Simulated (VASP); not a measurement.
Zn4SeO3:

```
CELL_PARAMETERS angstrom
-2.39000 2.39000 4.77500
2.39000 -2.39000 4.77500
2.39000 2.39000 -4.77500
ATOMIC_POSITIONS crystal
Zn 0.14500 0.14500 0.57000
Zn 0.57500 0.57500 0.43000
Zn 0.42500 0.85500 0.00000
Zn 0.85500 0.42500 0.00000
Se 0.00000 0.00000 0.00000
O 0.50000 0.50000 0.00000
O 0.25000 0.75000 0.50000
O 0.75000 0.25000 0.50000
```

| Property | Result |
| --- | --- |
| Program | VASP 6.6.1 |
| Task | relaxation of cell and atoms |
| Functional | PBE |
| Potentials or basis | VASP PAW PBE potentials, release 64 (Zn, Se, O) |
| Cutoff | 600 eV |
| k mesh | 4 × 4 × 4 |
| Occupations | gaussian, width 0.15 eV |
| Spin | no spin polarisation |

At the start: pressure 8.3 GPa; volume 13.64 Å³/atom.

Question: Where does the relaxation end?

Answer: Over 5 steps the energy falls by 24.1 meV/atom and the volume is 14.63 Å³/atom (+7.3 %); space group I-42m (No. 121, to 0.1 Å) before and after.

Step by step:
| step | energy change (eV) | largest force (eV/Å) | pressure (GPa) | volume (Å³) |
| --- | --- | --- | --- | --- |
| 1 | 0.0000 | 0.0282 | 8.28 | 109.10 |
| 2 | -0.1525 | 0.1422 | -3.00 | 120.61 |
| 3 | -0.1891 | 0.1022 | 0.04 | 116.85 |
| 4 | -0.1891 | 0.1041 | -0.17 | 117.01 |
| 5 | -0.1927 | 0.0541 | -0.09 | 117.05 |

Final structure:
```xyz
8
Lattice="-2.4535 2.4535 4.8610 2.4535 -2.4535 4.8610 2.4535 2.4535 -4.8610" Properties=species:S:1:pos:R:3 pbc="T T T"
Zn    1.3954    1.3954   -1.3589
Zn    1.0580    1.0580    3.5021
Zn    1.0580   -1.0580    6.2199
Zn    1.3954    3.5115    1.3589
Se    0.0000    0.0000    0.0000
O     0.0000    0.0000    4.8610
O     2.4535    0.0000    2.4305
O     0.0000    2.4535    2.4305
```

Caveat: the relaxation stopped at a loose force limit of 0.08 eV/Å, so its end isn't a converged minimum.
